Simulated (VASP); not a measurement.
# SrAl2Re2 (P-3m1) in VASP: single point with r2SCAN

Aim: the single point of SrAl2Re2 with r2SCAN.

All numbers are computed with VASP 6.6.1; they aren't measurements. Logs are shortened: lines on timing, memory, paths and dates and some standing lists are left out, and cuts for length are marked.

## 1. The cell of the first run

Symmetry: P-3m1, No. 164, trigonal system. Conventional cell: a = 4.176 Å, b = 4.176 Å, c = 6.816 Å, α = 90.00°, β = 90.00°, γ = 120.00°. Re (site symmetry 3m) has 4 Al at 2.43 to 2.60 Å and 3 Re at 2.82 Å within 3.2 Å. Al (site symmetry 3m) has 4 Re at 2.43 to 2.60 Å and 3 Sr at 2.95 Å within 3.2 Å. Sr (site symmetry -3m) has 6 Al at 2.95 Å and 6 Re at 3.61 Å within 3.9 Å.

## 2. Single point, r2SCAN

POSCAR

```
SrAl2Re2
1.0
    2.0880956065      3.6166876815      0.0000000000
   -2.0880956065      3.6166876815      0.0000000000
    0.0000000000      0.0000000000      6.8158330000
Re Al Sr
2 2 1
Direct
    0.3333333333      0.3333333333      0.3933945291
    0.6666666667      0.6666666667      0.6066054709
    0.3333333333      0.3333333333      0.7500437411
    0.6666666667      0.6666666667      0.2499562589
    0.0000000000      0.0000000000      0.0000000000
```

INCAR.step1

```
SYSTEM = SrAl2Re2
ALGO = Normal
EDIFF = 1E-4
ENCUT = 520
GGA = PE
ISMEAR = -1
LASPH = .True.
LCHARG = .False.
LREAL = .False.
LWAVE = .True.
NBANDS = 23
NELM = 100
PREC = Accurate
SIGMA = 0.0377
```

INCAR.step2

```
SYSTEM = SrAl2Re2
ALGO = Normal
EDIFF = 1E-6
ENCUT = 520
ISIF = 2
ISMEAR = -1
ISTART = 1
LASPH = .True.
LCHARG = .False.
LMIXTAU = .True.
LREAL = .False.
LWAVE = .False.
METAGGA = R2SCAN
NBANDS = 23
NELM = 100
PREC = Accurate
SIGMA = 0.0377
```

KPOINTS

```
k-points
0
Gamma
  8 8 5
  0 0 0
```

Potentials or basis: VASP PAW PBE potentials, release 64 (Re, Al, Sr_sv).

Command:

```sh
$ cat potpaw_PBE.64/Re/POTCAR potpaw_PBE.64/Al/POTCAR potpaw_PBE.64/Sr_sv/POTCAR > POTCAR
$ cp INCAR.step1 INCAR
$ mpirun -np 1 vasp_std > vasp.out
$ cp INCAR.step2 INCAR
$ mpirun -np 1 vasp_std > vasp.out
```

OUTCAR:

```text
SYSTEM = SrAl2Re2
   EDIFF = 1E-6
   ENCUT = 520
   ISIF = 2
   ISMEAR = -1
   ISTART = 1
   LASPH = .True.
   LREAL = .False.
   METAGGA = R2SCAN
   NELM = 100
   PREC = Accurate

 ion  position               nearest neighbor table
   1  0.333  0.333  0.393-   3 2.43   4 2.60   4 2.60   4 2.60   2 2.82   2 2.82   2 2.82   5 3.61
                             5 3.61   5 3.61
   2  0.667  0.667  0.607-   4 2.43   3 2.60   3 2.60   3 2.60   1 2.82   1 2.82   1 2.82   5 3.61
                             5 3.61   5 3.61
   3  0.333  0.333  0.750-   1 2.43   2 2.60   2 2.60   2 2.60   5 2.95   5 2.95   5 2.95
   4  0.667  0.667  0.250-   2 2.43   1 2.60   1 2.60   1 2.60   5 2.95   5 2.95   5 2.95
   5  0.000  0.000  0.000-   3 2.95   4 2.95   4 2.95   4 2.95   3 2.95   3 2.95   1 3.61   2 3.61
                             1 3.61   2 3.61   1 3.61   2 3.61

  LATTYP: Found a hexagonal cell.
 ALAT       =     4.1761912130
 C/A-ratio  =     1.6320691875

  Lattice vectors:

 A1 = (   2.0880956065,  -3.6166876815,   0.0000000000)
 A2 = (   2.0880956065,   3.6166876815,   0.0000000000)
 A3 = (   0.0000000000,   0.0000000000,   6.8158330000)

Analysis of symmetry for initial positions (statically):
=====================================================================
 Subroutine PRICEL returns:
 Original cell was already a primitive cell.

 Routine SETGRP: Setting up the symmetry group for a
 hexagonal supercell.

 Subroutine GETGRP returns: Found 12 space group operations
 (whereof 12 operations were pure point group operations)
 out of a pool of 24 trial point group operations.

The static configuration has the point symmetry D_3d.

Analysis of symmetry for dynamics (positions and initial velocities):
=====================================================================
 Subroutine PRICEL returns:
 Original cell was already a primitive cell.

 Routine SETGRP: Setting up the symmetry group for a
 hexagonal supercell.

 Subroutine GETGRP returns: Found 12 space group operations
 (whereof 12 operations were pure point group operations)
 out of a pool of 24 trial point group operations.

The dynamic configuration has the point symmetry D_3d.

 Subroutine INISYM returns: Found 12 space group operations
 (whereof 12 operations are pure point group operations),
 and found     1 'primitive' translations

[... 87 lines left out ...]
   ions per type =               2   2   1
   NGX,Y,Z   is equivalent  to a cutoff of  12.74, 12.74, 13.17 a.u.
   NGXF,Y,Z  is equivalent  to a cutoff of  25.48, 25.48, 26.34 a.u.
 SYSTEM =  SrAl2Re2
   PREC   = accura    normal or accurate (medium, high low for compatibility)
   ISTART =      1    job   : 0-new  1-cont  2-samecut
   ICHARG =      0    charge: 1-file 2-atom 10-const
   ISPIN  =      1    spin polarized calculation?
   LNONCOLLINEAR =      F non collinear calculations
   LSORBIT =      F    spin-orbit coupling
   LASPH  =      T    aspherical Exc in radial PAW
   ENCUT  =  520.0 eV  38.22 Ry    6.18 a.u.   7.76  7.76 12.67*2*pi/ulx,y,z
   NELM   =    100;   NELMIN=  2; NELMDL=  0     # of ELM steps
   EDIFF  = 0.1E-05   stopping-criterion for ELM
   LREAL  =      F    real-space projection
[... 7 lines left out ...]
   TEBEG  =    0.0;   TEEND  =   0.0 temperature during run
   PSTRESS=    0.0 pullay stress
   NELECT =      30.0000    total number of electrons
   NUPDOWN=      -1.0000    fix difference up-down
   EMIN   =  10.00;   EMAX   =-10.00  energy-range for DOS
   EFERMI =   0.00;   METHOD = LEGACY
   ISMEAR =    -1;   SIGMA  =   0.04  broadening in eV -4-tet -1-fermi 0-gaus
   EFERMI_NEDOS =   21; number of points for ismear=-14 and -15
   IALGO  =     38    algorithm
   IMIX   =      4    mixing-type and parameters
     AMIX     =   0.40;   BMIX     =  1.00
     AMIX_MAG =   1.60;   BMIX_MAG =  1.00
  volume/ion in A,a.u.               =      20.59       138.94
  Fermi-wavevector in a.u.,A,eV,Ry     =   1.085372  2.051055 16.028093  1.178032
  Thomas-Fermi vector in A             =   2.221484
   LORBIT       =      0    0 simple, 1 ext, 2 COOP (PROOUT), +10 PAW based schemes
   METAGGA = R2SCAN    functional components
   LHFCALC =     F    Hartree Fock is set to
   AEXX    =    0.0000 exact exchange contribution
   IVDW    =     0    specifies the selected vdW correction
   LEPSILON=     F    determine dielectric tensor
   LRPA    =     F    only Hartree local field effects (RPA)
 non-spin polarized calculation
  energy-cutoff  :      520.00
  volume of cell :      102.95
 maximum number of plane-waves:      2810
   NGX = 15   NGY = 15   NGZ = 25

 number of electron      30.0000002 magnetization

 Free energy of the ion-electron system (eV)
  ---------------------------------------------------
  ext. energy  EPLUGINS =         0.00000000
  ---------------------------------------------------
  free energy    TOTEN  =      -129.60244362 eV

  energy without entropy =     -129.59048384  energy(sigma->0) =     -129.59646373

 E-fermi :   4.6939     XC(G=0): -11.2258

 val. band max:        4.6775891864   @ k =   0.5000   0.0000   0.2000
 cond. band min:       4.7019305633   @ k =   0.3750   0.0000   0.2000
 fundamental gap:      0.0243413769
 Fermi energy:         4.6939212709

 k-point     1 :       0.0000    0.0000    0.0000
  band No.  band energies     occupation
      1     -30.8727      2.00000
      2     -12.5330      2.00000
      3     -12.3153      2.00000
      4     -12.3153      2.00000
      5      -3.7448      2.00000
      6      -0.8426      2.00000
[... 613 lines left out ...]
     22      10.0017      0.00000
     23      10.2896      0.00000

 [... further k-points ...]
[... 5 lines left out ...]
  --------------------------------------------------------------------------------------
  -------------------------------------------------------------------------------------
  Total       -0.5400770     -0.5400770      8.7012549      0.0000000     -0.0000000      0.0000000
  in kB       -8.4053528     -8.4053528    135.4197941      0.0000000     -0.0000000      0.0000000
  external PRESSURE =      39.5363628 kB  Pullay stress =       0.0000000 kB

 VOLUME and BASIS-vectors are now :
 -----------------------------------------------------------------------------
  energy-cutoff  :      520.00
  volume of cell :      102.95
      direct lattice vectors                 reciprocal lattice vectors
     2.088095607  3.616687682  0.000000000     0.239452637  0.138248045  0.000000000
    -2.088095607  3.616687682  0.000000000    -0.239452637  0.138248045  0.000000000
     0.000000000  0.000000000  6.815833000     0.000000000  0.000000000  0.146717210

 POSITION                                       TOTAL-FORCE (eV/Angst)
 -----------------------------------------------------------------------------------
      0.00000      2.41113      2.68131        -0.000000      0.000000     -0.032256
      0.00000      4.82225      4.13452        -0.000000      0.000000      0.032256
      0.00000      2.41113      5.11217        -0.000000      0.000000     -0.032970
      0.00000      4.82225      1.70366         0.000000     -0.000000      0.032970
      0.00000      0.00000      0.00000        -0.000000      0.000000      0.000000
 -----------------------------------------------------------------------------------
    total drift:                                0.000000      0.000000     -0.000000

  FREE ENERGIE OF THE ION-ELECTRON SYSTEM (eV)
  ---------------------------------------------------
  free  energy   TOTEN  =      -129.6024436188 eV

  energy  without entropy=     -129.5904838425  energy(sigma->0) =     -129.59646373
```

OUTCAR.step1:

```text
SYSTEM = SrAl2Re2
   EDIFF = 1E-4
   ENCUT = 520
   GGA = PE
   ISMEAR = -1
   LASPH = .True.
   LREAL = .False.
   NELM = 100
[... 857 lines left out ...]
      0.00000      2.41113      5.11217        -0.000000      0.000000      0.298538
      0.00000      4.82225      1.70366        -0.000000     -0.000000     -0.298538
      0.00000      0.00000      0.00000         0.000000     -0.000000      0.000000
 -----------------------------------------------------------------------------------
    total drift:                                0.000000      0.000000     -0.000000

  FREE ENERGIE OF THE ION-ELECTRON SYSTEM (eV)
  ---------------------------------------------------
  free  energy   TOTEN  =       -30.1491226658 eV

  energy  without entropy=      -30.1347618087  energy(sigma->0) =      -30.14194224
```

It took 12 min on 1 thread of Oxide Virtual Turin-like, shared host; peak memory 0.27 GiB.

What came out:

| Quantity | Value |
| --- | --- |
| Free energy | -129.6024 eV |
| Pressure | 4.0 GPa |
| Largest force | 0.033 eV/Å |
| Band gap on the k mesh | zero (bands 15 and 16 overlap by 1.26 eV) |

Forces on the atoms (eV/Å):
```
Re   0.000  0.000 -0.032
Re   0.000  0.000  0.032
Al   0.000  0.000 -0.033
Al   0.000  0.000  0.033
Sr   0.000  0.000  0.000
```

Caveat: the stress differs along the axes, from -1 to 14 GPa; the PAW data sets were made with another functional, which shifts forces and pressure a little; spin-orbit coupling is left out, which moves the levels of the heavy elements.

The gap in the log of VASP goes by the Fermi energy; the results here count the filled bands.